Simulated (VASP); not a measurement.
# Os in VASP: single point with PBEsol

Aim: the single point of Os with PBEsol.

Everything below comes from runs of VASP 6.6.1. Logs are shortened: lines on timing, memory, paths and dates and some standing lists are left out, and cuts for length are marked.

## (1) The cell of the first run

The cell holds a slab with vacuum, 5 atoms: a = 2.734 Å, b = 2.734 Å, c = 28.639 Å, α = 90.00°, β = 90.00°, γ = 120.00°.

## (2) Single point, PBEsol

File INCAR:

```
ALGO = Fast
DIPOL = 0.5 0.5 0.500
EDIFF = 1E-6
ENCUT = 520
GGA = PS
IDIPOL = 3
ISIF = 2
ISMEAR = 0
LASPH = T
LCHARG = F
LDIPOL = T
LREAL = F
LWAVE = F
NBANDS = 28
NELM = 100
PREC = Accurate
SIGMA = 0.1
```

File KPOINTS:

```
k-points
0
Gamma
  24 24 1
```

File POSCAR:

```
Os
1.0
    2.7340999800      0.0000000000      0.0000000000
   -1.3670499900      2.3678000400      0.0000000000
    0.0000000000      0.0000000000     28.6393998385
Os
5
Direct
    0.3333333333      0.6666666665      0.3491693281
    0.6666666667      0.3333333333      0.4245846594
    0.3333333333      0.6666666665      0.4999004374
    0.6666666667      0.3333333333      0.5758563468
    0.3333333333      0.6666666665      0.6481299252
```

Potentials or basis: VASP PAW PBE potentials, release 64 (Os).

Started as:

```
$ cat potpaw_PBE.64/Os/POTCAR > POTCAR
$ mpirun -np 1 vasp_std > vasp.out
```

OUTCAR:

```text
EDIFF = 1E-6
   ENCUT = 520
   GGA = PS
   ISIF = 2
   ISMEAR = 0
   LASPH = T
   LREAL = F
   NELM = 100
   PREC = Accurate

 ion  position               nearest neighbor table
   1  0.333  0.667  0.349-   2 2.68   2 2.68   2 2.68
   2  0.667  0.333  0.425-   3 2.67   3 2.67   3 2.67   1 2.68   1 2.68   1 2.68
   3  0.333  0.667  0.500-   2 2.67   2 2.67   2 2.67   4 2.69   4 2.69   4 2.69
   4  0.667  0.333  0.576-   5 2.60   5 2.60   5 2.60   3 2.69   3 2.69   3 2.69
   5  0.333  0.667  0.648-   4 2.60   4 2.60   4 2.60

  LATTYP: Found a hexagonal cell.
 ALAT       =     2.7340999800
 C/A-ratio  =    10.4748912066

  Lattice vectors:

 A1 = (   2.7340999800,   0.0000000000,   0.0000000000)
 A2 = (  -1.3670499900,   2.3678000400,   0.0000000000)
 A3 = (   0.0000000000,   0.0000000000,  28.6393998385)

Analysis of symmetry for initial positions (statically):
=====================================================================
 Subroutine PRICEL returns:
 Original cell was already a primitive cell.

 Routine SETGRP: Setting up the symmetry group for a
 hexagonal supercell.

 Subroutine GETGRP returns: Found  6 space group operations
 (whereof  6 operations were pure point group operations)
 out of a pool of 24 trial point group operations.

The static configuration has the point symmetry C_3v.

Analysis of symmetry for dynamics (positions and initial velocities):
=====================================================================
 Subroutine PRICEL returns:
 Original cell was already a primitive cell.

 Routine SETGRP: Setting up the symmetry group for a
 hexagonal supercell.

 Subroutine GETGRP returns: Found  6 space group operations
 (whereof  6 operations were pure point group operations)
 out of a pool of 24 trial point group operations.

The dynamic configuration has the point symmetry C_3v.

 Subroutine INISYM returns: Found  6 space group operations
 (whereof  6 operations are pure point group operations),
 and found     1 'primitive' translations

----------------------------------------------------------------------------------------

                                     Primitive cell

  volume of cell :     185.4058

  direct lattice vectors                    reciprocal lattice vectors
     2.734099980  0.000000000  0.000000000     0.365751072  0.211166480  0.000000000
    -1.367049990  2.367800040  0.000000000     0.000000000  0.422332960  0.000000000
     0.000000000  0.000000000 28.639399839     0.000000000  0.000000000  0.034916933

  length of vectors
     2.734099980  2.734099981 28.639399839     0.422332960  0.422332960  0.034916933

  position of ions in fractional coordinates (direct lattice)
     0.333333333  0.666666666  0.349169328
     0.666666667  0.333333333  0.424584659
     0.333333333  0.666666666  0.499900437
     0.666666667  0.333333333  0.575856347
     0.333333333  0.666666666  0.648129925

  ion indices of the primitive-cell ions
   primitive index   ion index
                 1           1
                 2           2
                 3           3
                 4           4
                 5           5

----------------------------------------------------------------------------------------

 KPOINTS: k-points

Automatic generation of k-mesh.
 Grid dimensions read from file:
 generate k-points for:   24   24    1

 Generating k-lattice:

  Cartesian coordinates                     Fractional coordinates (reciprocal lattice)
     0.015239628  0.008798603  0.000000000     0.041666667  0.000000000  0.000000000
     0.000000000  0.017597207  0.000000000     0.000000000  0.041666667  0.000000000
     0.000000000  0.000000000  0.034916933     0.000000000  0.000000000  1.000000000

  Length of vectors
     0.017597207  0.017597207  0.034916933

  Shift w.r.t. Gamma in fractional coordinates (k-lattice)
     0.000000000  0.000000000  0.000000000

 Subroutine IBZKPT returns following result:
 ===========================================

 Found     61 irreducible k-points:

 Following reciprocal coordinates:
            Coordinates               Weight
  0.000000  0.000000  0.000000      1.000000
  0.041667  0.000000  0.000000      6.000000
  0.083333 -0.000000  0.000000      6.000000
  0.125000  0.000000  0.000000      6.000000
  0.166667 -0.000000  0.000000      6.000000
  0.208333  0.000000  0.000000      6.000000
[... 16 lines left out ...]
  0.416667  0.041667  0.000000     12.000000
  0.458333  0.041667  0.000000     12.000000
 [... further k-points ...]
   k-points           NKPTS =     61   k-points in BZ     NKDIM =     61   number of bands    NBANDS=     28
   number of dos      NEDOS =    301   number of ions     NIONS =      5
   total plane-waves  NPLWV =  86400
   dimension x,y,z NGX =    20 NGY =   20 NGZ =  216
   dimension x,y,z NGXF=    40 NGYF=   40 NGZF=  432
   ions per type =               5
   NGX,Y,Z   is equivalent  to a cutoff of  12.16, 12.16, 12.54 a.u.
   NGXF,Y,Z  is equivalent  to a cutoff of  24.32, 24.32, 25.08 a.u.
 SYSTEM =  unknown system
   PREC   = accura    normal or accurate (medium, high low for compatibility)
   ISTART =      0    job   : 0-new  1-cont  2-samecut
   ICHARG =      2    charge: 1-file 2-atom 10-const
   ISPIN  =      1    spin polarized calculation?
   LNONCOLLINEAR =      F non collinear calculations
   LSORBIT =      F    spin-orbit coupling
   LASPH  =      T    aspherical Exc in radial PAW
   ENCUT  =  520.0 eV  38.22 Ry    6.18 a.u.   5.08  5.08 53.25*2*pi/ulx,y,z
   NELM   =    100;   NELMIN=  2; NELMDL= -5     # of ELM steps
   EDIFF  = 0.1E-05   stopping-criterion for ELM
   LREAL  =      F    real-space projection
[... 7 lines left out ...]
   TEBEG  =    0.0;   TEEND  =   0.0 temperature during run
   PSTRESS=    0.0 pullay stress
   NELECT =      40.0000    total number of electrons
   NUPDOWN=      -1.0000    fix difference up-down
   EMIN   =  10.00;   EMAX   =-10.00  energy-range for DOS
   EFERMI =   0.00;   METHOD = LEGACY
   ISMEAR =     0;   SIGMA  =   0.10  broadening in eV -4-tet -1-fermi 0-gaus
   EFERMI_NEDOS =   21; number of points for ismear=-14 and -15
   IALGO  =     68    algorithm
   IMIX   =      4    mixing-type and parameters
     AMIX     =   0.40;   BMIX     =  1.00
     AMIX_MAG =   1.60;   BMIX_MAG =  1.00
  volume/ion in A,a.u.               =      37.08       250.24
  Fermi-wavevector in a.u.,A,eV,Ry     =   0.981869  1.855464 13.116935  0.964067
  Thomas-Fermi vector in A             =   2.112909
   LORBIT       =      0    0 simple, 1 ext, 2 COOP (PROOUT), +10 PAW based schemes
   GGA     = PS    functional components
   LHFCALC =     F    Hartree Fock is set to
   AEXX    =    0.0000 exact exchange contribution
   IVDW    =     0    specifies the selected vdW correction
   LEPSILON=     F    determine dielectric tensor
   LRPA    =     F    only Hartree local field effects (RPA)
 non-spin polarized calculation
 RMM-DIIS sequential band-by-band and
 Gauss-broadening in eV      SIGMA  =   0.10
  energy-cutoff  :      520.00
  volume of cell :      185.41
 maximum number of plane-waves:      5031
   NGX = 11   NGY = 11   NGZ =107

 dipolmoment           0.000000      0.000000      0.000378 electrons x Angstroem

 number of electron      39.9999998 magnetization

 dipolmoment           0.000000      0.000000     -0.003211 electrons x Angstroem

 Free energy of the ion-electron system (eV)
  ---------------------------------------------------
  ext. energy  EPLUGINS =         0.00000000
  ---------------------------------------------------
  free energy    TOTEN  =       -58.40918090 eV

  energy without entropy =      -58.38293823  energy(sigma->0) =      -58.39605957

 E-fermi :   0.1788     XC(G=0):  -6.0796

 val. band max:        0.1762432996   @ k =   0.2083   0.2083   0.0000
 cond. band min:       0.1826299768   @ k =   0.2917   0.0000   0.0000
 fundamental gap:      0.0063866772
 Fermi energy:         0.1788187473

 k-point     1 :       0.0000    0.0000    0.0000
  band No.  band energies     occupation
      1     -10.4958      2.00000
      2      -9.3873      2.00000
      3      -8.0267      2.00000
      4      -7.5424      2.00000
      5      -7.3535      2.00000
      6      -3.2252      2.00000
[... 20 lines left out ...]
     27       1.1671      0.00000
     28       1.8663      0.00000

 k-point     2 :       0.0417    0.0000    0.0000
  band No.  band energies     occupation
      1     -10.4262      2.00000
      2      -9.3200      2.00000
      3      -7.9582      2.00000
      4      -7.4756      2.00000
      5      -7.2831      2.00000
      6      -3.3611      2.00000
[... 20 lines left out ...]
     27       1.2289      0.00000
     28       1.8862      0.00000

 k-point     3 :       0.0833   -0.0000    0.0000
  band No.  band energies     occupation
      1     -10.2211      2.00000
      2      -9.1231      2.00000
      3      -7.7592      2.00000
      4      -7.2821      2.00000
      5      -7.0778      2.00000
      6      -3.6331      2.00000
[... 20 lines left out ...]
     27       1.3823      0.00000
     28       1.9523      0.00000

 k-point     4 :       0.1250    0.0000    0.0000
  band No.  band energies     occupation
      1      -9.8919      2.00000
      2      -8.8129      2.00000
      3      -7.4514      2.00000
      4      -6.9857      2.00000
      5      -6.7576      2.00000
      6      -3.9592      2.00000
[... 20 lines left out ...]
     27       1.6168      0.00000
     28       1.8535      0.00000

 k-point     5 :       0.1667   -0.0000    0.0000
  band No.  band energies     occupation
      1      -9.4598      2.00000
      2      -8.4203      2.00000
      3      -7.0813      2.00000
      4      -6.6379      2.00000
      5      -6.3668      2.00000
      6      -4.3070      2.00000
[... 20 lines left out ...]
     27       1.8779      0.00000
     28       1.9111      0.00000

 k-point     6 :       0.2083    0.0000    0.0000
  band No.  band energies     occupation
      1      -8.9582      2.00000
      2      -7.9966      2.00000
      3      -6.7351      2.00000
      4      -6.3350      2.00000
      5      -5.9960      2.00000
      6      -4.6595      2.00000
[... 463 lines left out ...]
      5      -6.0578      2.00000
      6      -5.4250      2.00000
[... 20 lines left out ...]
     27       2.2322      0.00000
     28       2.6218      0.00000

 k-point    22 :       0.3750    0.0417    0.0000
  band No.  band energies     occupation
      1      -7.3909      2.00000
      2      -7.2368      2.00000
      3      -6.7956      2.00000
      4      -6.3924      2.00000
      5      -6.2118      2.00000
      6      -5.5280      2.00000
[... 20 lines left out ...]
     27       2.6699      0.00000
     28       2.7648      0.00000

 k-point    23 :       0.4167    0.0417    0.0000
  band No.  band energies     occupation
      1      -7.3844      2.00000
      2      -7.2901      2.00000
      3      -6.9192      2.00000
      4      -6.4914      2.00000
      5      -6.2675      2.00000
      6      -5.6135      2.00000
[... 20 lines left out ...]
     27       2.9837      0.00000
     28       3.3438      0.00000

 k-point    24 :       0.4583    0.0417    0.0000
  band No.  band energies     occupation
      1      -7.3956      2.00000
      2      -7.3243      2.00000
      3      -6.9869      2.00000
      4      -6.5557      2.00000
      5      -6.2831      2.00000
      6      -5.6618      2.00000
[... 20 lines left out ...]
     27       3.3556      0.00000
     28       4.0169      0.00000

 [... further k-points ...]

------------------------ aborting loop because EDIFF is reached ----------------------------------------

 vacuum level on the upper side and lower side of the slab       (xc-potential included)        -0.169        -0.083

  FORCE on cell =-STRESS in cart. coord.  units (eV):
  Direction    XX          YY          ZZ          XY          YZ          ZX
  --------------------------------------------------------------------------------------
  -------------------------------------------------------------------------------------
  Total       -6.0650615     -6.0650615     -2.5046801      0.0000000      0.0000000      0.0000000
  in kB      -52.4110019    -52.4110020    -21.6440992      0.0000000      0.0000000      0.0000000
  external PRESSURE =     -42.1553677 kB  Pullay stress =       0.0000000 kB

 VOLUME and BASIS-vectors are now :
 -----------------------------------------------------------------------------
  energy-cutoff  :      520.00
  volume of cell :      185.41
      direct lattice vectors                 reciprocal lattice vectors
     2.734099980  0.000000000  0.000000000     0.365751072  0.211166480  0.000000000
    -1.367049990  2.367800040  0.000000000     0.000000000  0.422332960  0.000000000
     0.000000000  0.000000000 28.639399839     0.000000000  0.000000000  0.034916933

 POSITION                                       TOTAL-FORCE (eV/Angst)
 -----------------------------------------------------------------------------------
      0.00000      1.57853     10.00000        -0.000000      0.000000      1.116930
      1.36705      0.78927     12.15985        -0.000000      0.000000     -1.089704
      0.00000      1.57853     14.31685         0.000000      0.000000      0.005158
      1.36705      0.78927     16.49218        -0.000000     -0.000000     -0.078464
      0.00000      1.57853     18.56205         0.000000      0.000000      0.046080
 -----------------------------------------------------------------------------------
    total drift:                               -0.000000      0.000000     -0.000065

  FREE ENERGIE OF THE ION-ELECTRON SYSTEM (eV)
  ---------------------------------------------------
  free  energy   TOTEN  =       -58.4091808968 eV

  energy  without entropy=      -58.3829382350  energy(sigma->0) =      -58.39605957

 vacuum level on the upper side and lower side of the slab         5.397         5.486
```

It took 15 min on 1 thread of Oxide Virtual Turin-like, shared host; peak memory 0.4 GiB.

What came out:

```
Free energy            : -58.4092 eV
Largest force          : 1.117 eV/Å
Band gap on the k mesh : zero (bands 20 and 21 overlap by 3.32 eV)
```

Forces in eV/Å, atoms in the order of the input:
```
Os   0.000  0.000  1.117
Os   0.000  0.000 -1.090
Os   0.000  0.000  0.005
Os   0.000  0.000 -0.078
Os   0.000  0.000  0.046
```

Caveat: the PAW data sets were made with another functional, which shifts forces and pressure a little; spin-orbit coupling is left out, which moves the levels of the heavy elements.
